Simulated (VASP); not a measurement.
# Nb (Im-3m) in VASP: a series of runs, part 2 of 2

VASP 6.6.1.

## (3) Relaxation of cell and atoms, PBEsol

This run uses another cell than the first one, of 18.43 Å³/atom, 1.056 times its volume.

Input file INCAR:

```
  ALGO = Normal
  EDIFF = 1E-6
  EDIFFG = -0.03
  ENCUT = 600
  GGA = PS
  IBRION = 2
  ISIF = 3
  ISMEAR = 1
  LASPH = True
  LCHARG = False
  LREAL = False
  LWAVE = False
  NELM = 100
  NSW = 60
  PREC = Accurate
  SIGMA = 0.05
```

Input file KPOINTS:

```
k-points
0
Gamma
  9 9 9
```

Input file POSCAR:

```
Nb
1.0
    2.8820460226     -0.0000000160     -0.0000000276
   -0.9606819925      2.7172190537     -0.0000000276
   -0.9606819925     -1.3586094869      2.3531807511
Nb
1
Direct
    0.0000000000      0.0000000000      0.0000000000
```

Potentials or basis: VASP PAW PBE potentials, release 64 (Nb_sv).

Launch:

```bash
$ cat potpaw_PBE.64/Nb_sv/POTCAR > POTCAR
$ mpirun -np 1 vasp_std > vasp.out
```

OUTCAR:

```text
EDIFF = 1E-6
   EDIFFG = -0.03
   ENCUT = 600
   GGA = PS
   IBRION = 2
   ISIF = 3
   ISMEAR = 1
   LASPH = True
   LREAL = False
   NELM = 100
   NSW = 60
   PREC = Accurate

 ion  position               nearest neighbor table
   1  0.000  0.000  0.000-

  LATTYP: Found a body centered cubic cell.
 ALAT       =     3.3279000938

  Lattice vectors:

 A1 = (   2.8820460226,  -0.0000000160,  -0.0000000276)
 A2 = (  -0.9606819925,   2.7172190537,  -0.0000000276)
 A3 = (  -0.9606819925,  -1.3586094869,   2.3531807511)

Analysis of symmetry for initial positions (statically):
=====================================================================
 Subroutine PRICEL returns:
 Original cell was already a primitive cell.

 Routine SETGRP: Setting up the symmetry group for a
 body centered cubic supercell.

 Subroutine GETGRP returns: Found 48 space group operations
 (whereof 48 operations were pure point group operations)
 out of a pool of 48 trial point group operations.

The static configuration has the point symmetry O_h .

Analysis of symmetry for dynamics (positions and initial velocities):
=====================================================================
 Subroutine PRICEL returns:
 Original cell was already a primitive cell.

 Routine SETGRP: Setting up the symmetry group for a
 body centered cubic supercell.

 Subroutine GETGRP returns: Found 48 space group operations
 (whereof 48 operations were pure point group operations)
 out of a pool of 48 trial point group operations.

The dynamic configuration has the point symmetry O_h .

 Subroutine INISYM returns: Found 48 space group operations
 (whereof 48 operations are pure point group operations),
 and found     1 'primitive' translations

----------------------------------------------------------------------------------------

                                     Primitive cell

  volume of cell :      18.4281

  direct lattice vectors                    reciprocal lattice vectors
     2.882046023 -0.000000016 -0.000000028     0.346975725  0.122674444  0.212478363
    -0.960681992  2.717219054 -0.000000028     0.000000004  0.368023332  0.212478363
    -0.960681992 -1.358609487  2.353180751     0.000000004  0.000000006  0.424956736

  length of vectors
     2.882046023  2.882046023  2.882046023     0.424956736  0.424956736  0.424956736

  position of ions in fractional coordinates (direct lattice)
     0.000000000  0.000000000  0.000000000

  ion indices of the primitive-cell ions
   primitive index   ion index
                 1           1

----------------------------------------------------------------------------------------

 KPOINTS: k-points

Automatic generation of k-mesh.
 Grid dimensions read from file:
 generate k-points for:    9    9    9

 Generating k-lattice:

  Cartesian coordinates                     Fractional coordinates (reciprocal lattice)
     0.038552858  0.013630494  0.023608707     0.111111111  0.000000000  0.000000000
     0.000000000  0.040891481  0.023608707     0.000000000  0.111111111 -0.000000000
     0.000000000  0.000000001  0.047217415     0.000000000  0.000000000  0.111111111

  Length of vectors
     0.047217415  0.047217415  0.047217415

[... 38 lines left out ...]
   dimension x,y,z NGX =    24 NGY =   24 NGZ =   24
   dimension x,y,z NGXF=    48 NGYF=   48 NGZF=   48
   ions per type =               1
   NGX,Y,Z   is equivalent  to a cutoff of  13.84, 13.84, 13.84 a.u.
   NGXF,Y,Z  is equivalent  to a cutoff of  27.69, 27.69, 27.69 a.u.
 SYSTEM =  unknown system
   PREC   = accura    normal or accurate (medium, high low for compatibility)
   ISTART =      0    job   : 0-new  1-cont  2-samecut
   ICHARG =      2    charge: 1-file 2-atom 10-const
   ISPIN  =      1    spin polarized calculation?
   LNONCOLLINEAR =      F non collinear calculations
   LSORBIT =      F    spin-orbit coupling
   LASPH  =      T    aspherical Exc in radial PAW
   ENCUT  =  600.0 eV  44.10 Ry    6.64 a.u.   5.76  5.76  5.76*2*pi/ulx,y,z
   NELM   =    100;   NELMIN=  2; NELMDL= -5     # of ELM steps
   EDIFF  = 0.1E-05   stopping-criterion for ELM
   LREAL  =      F    real-space projection
   EDIFFG = -.3E-01   stopping-criterion for IOM
   NSW    =     60    number of steps for IOM
   IBRION =      2    ionic relax: 0-MD 1-quasi-New 2-CG
   NFREE  =      1    steps in history (QN), initial steepest desc. (CG)
   ISIF   =      3    stress and relaxation
   ISYM   =      2    0-nonsym 1-usesym 2-fastsym
   POTIM  = 0.5000    time-step for ionic-motion
   TEBEG  =    0.0;   TEEND  =   0.0 temperature during run
   PSTRESS=    0.0 pullay stress
   NELECT =      13.0000    total number of electrons
   NUPDOWN=      -1.0000    fix difference up-down
   EMIN   =  10.00;   EMAX   =-10.00  energy-range for DOS
   EFERMI =   0.00;   METHOD = LEGACY
   ISMEAR =     1;   SIGMA  =   0.05  broadening in eV -4-tet -1-fermi 0-gaus
   EFERMI_NEDOS =   21; number of points for ismear=-14 and -15
   IALGO  =     38    algorithm
   IMIX   =      4    mixing-type and parameters
     AMIX     =   0.40;   BMIX     =  1.00
     AMIX_MAG =   1.60;   BMIX_MAG =  1.00
  volume/ion in A,a.u.               =      18.43       124.36
  Fermi-wavevector in a.u.,A,eV,Ry     =   1.457345  2.753982 28.896789  2.123854
  Thomas-Fermi vector in A             =   2.574157
   LORBIT       =      0    0 simple, 1 ext, 2 COOP (PROOUT), +10 PAW based schemes
   GGA     = PS    functional components
   LHFCALC =     F    Hartree Fock is set to
   AEXX    =    0.0000 exact exchange contribution
   IVDW    =     0    specifies the selected vdW correction
   LEPSILON=     F    determine dielectric tensor
   LRPA    =     F    only Hartree local field effects (RPA)
 conjugate gradient relaxation of ions
 non-spin polarized calculation
 Methfessel and Paxton  Order N= 1 SIGMA  =   0.05
  energy-cutoff  :      600.00
  volume of cell :       18.43
 maximum number of plane-waves:       630
   NGX = 11   NGY = 11   NGZ = 11

--------------------------------------- Ionic step        1  -------------------------------------------

 number of electron      12.9999999 magnetization

 Free energy of the ion-electron system (eV)
  ---------------------------------------------------
  ext. energy  EPLUGINS =         0.00000000
  ---------------------------------------------------
  free energy    TOTEN  =       -10.93349851 eV

  energy without entropy =      -10.93253556  energy(sigma->0) =      -10.93317753

------------------------ aborting loop because EDIFF is reached ----------------------------------------

  FORCE on cell =-STRESS in cart. coord.  units (eV):
  Direction    XX          YY          ZZ          XY          YZ          ZX
  --------------------------------------------------------------------------------------
  -------------------------------------------------------------------------------------
  Total       -1.0355250     -1.0355250     -1.0355250      0.0000000     -0.0000000     -0.0000000
  in kB      -90.0306369    -90.0306369    -90.0306369      0.0000000     -0.0000000     -0.0000000
  external PRESSURE =     -90.0306369 kB  Pullay stress =       0.0000000 kB
[... 57 lines left out ...]
--------------------------------------- Ionic step        3  -------------------------------------------

 number of electron      13.0000001 magnetization

 Free energy of the ion-electron system (eV)
  ---------------------------------------------------
  ext. energy  EPLUGINS =         0.00000000
  ---------------------------------------------------
  free energy    TOTEN  =       -10.96295057 eV

  energy without entropy =      -10.96212747  energy(sigma->0) =      -10.96267621

 E-fermi :  11.5035     XC(G=0): -12.7948

 val. band max:       11.4766940174   @ k =  -0.2222   0.3333   0.1111
 cond. band min:      11.5165832575   @ k =   0.3333   0.2222  -0.0000
 fundamental gap:      0.0398892401
 Fermi energy:        11.5034691311

 k-point     1 :       0.0000    0.0000    0.0000
  band No.  band energies     occupation
      1     -42.7271      2.00000
      2     -17.9704      2.00000
      3     -17.9704      2.00000
      4     -17.9704      2.00000
      5       5.4657      2.00000
      6      11.8557     -0.00000
      7      11.8557     -0.00000
      8      11.8557     -0.00000
      9      14.8736      0.00000
     10      14.8736      0.00000
[... 287 lines left out ...]
 k-point    24 :      -0.4444   -0.4444    0.1111
  band No.  band energies     occupation
      1     -42.3978      2.00000
      2     -19.3243      2.00000
      3     -18.6799      2.00000
      4     -18.2097      2.00000
      5       8.6262      2.00000
      6      10.5850      2.00000
      7      11.0278      2.00000
      8      13.8550      0.00000
      9      16.8772      0.00000
     10      19.8570      0.00000

 [... further k-points ...]
[... 5 lines left out ...]
  --------------------------------------------------------------------------------------
  -------------------------------------------------------------------------------------
  Total       -0.0175550     -0.0175550     -0.0175550      0.0000000     -0.0000000     -0.0000000
  in kB       -1.6122464     -1.6122464     -1.6122464      0.0000000     -0.0000000     -0.0000000
  external PRESSURE =      -1.6122464 kB  Pullay stress =       0.0000000 kB
[... 16 lines left out ...]
  FREE ENERGIE OF THE ION-ELECTRON SYSTEM (eV)
  ---------------------------------------------------
  free  energy   TOTEN  =       -10.9629505735 eV

  energy  without entropy=      -10.9621274717  energy(sigma->0) =      -10.96267621

 reached required accuracy - stopping structural energy minimisation
```

OSZICAR:

```text
N       E                     dE             d eps       ncg     rms          rms(c)
DAV:   1     0.123009063835E+03    0.12301E+03   -0.80380E+03   708   0.143E+03
DAV:   2    -0.555604553039E+01   -0.12857E+03   -0.12546E+03   736   0.463E+02
DAV:   3    -0.111389324740E+02   -0.55829E+01   -0.52959E+01  1042   0.829E+01
[... 28 lines left out ...]
DAV:   6    -0.109619018350E+02   -0.23817E-02   -0.17760E-03   804   0.571E-01    0.281E-01
DAV:   7    -0.109629657411E+02   -0.10639E-02   -0.24427E-03  1264   0.533E-01    0.469E-02
DAV:   8    -0.109629448851E+02    0.20856E-04   -0.74590E-05   810   0.135E-01    0.253E-02
DAV:   9    -0.109629508272E+02   -0.59421E-05   -0.14580E-05   778   0.558E-02    0.173E-03
DAV:  10    -0.109629505735E+02    0.25367E-06   -0.87667E-07   540   0.972E-03
   3 F= -.10962951E+02 E0= -.10962676E+02  d E =-.294521E-01
```

Wall time 11 s (1 thread of Intel Xeon Platinum 8488C (Sapphire Rapids), shared host); peak memory 0.15 GiB.

Results:

- Free energy: -10.9630 eV
- Relaxed volume: 17.45 Å³/atom
- Relaxed cell: a = 2.830 Å, b = 2.830 Å, c = 2.830 Å, α = 109.47°, β = 109.47°, γ = 109.47°
- Space group after relaxing (to 0.05 Å): Im-3m (No. 229)
- Energy gained by relaxing: 29.5 meV/atom
- Ionic steps: 3
- Pressure after relaxing: -0.2 GPa

The path:
| step | energy change (eV) | largest force (eV/Å) | pressure (GPa) | volume (Å³) |
| --- | --- | --- | --- | --- |
| 1 | 0.0000 | 0.0000 | -9.00 | 18.43 |
| 2 | 0.0732 | 0.0000 | 22.51 | 15.80 |
| 3 | -0.0295 | 0.0000 | -0.16 | 17.45 |

Final structure:
```
Nb
1.0
     2.82988    0.00000    0.00000
    -0.94329    2.66803    0.00000
    -0.94329   -1.33402    2.31058
Nb
1
Direct
  0.00000 0.00000 0.00000
```

Caveat: the PAW data sets were made with another functional, which shifts forces and pressure a little.
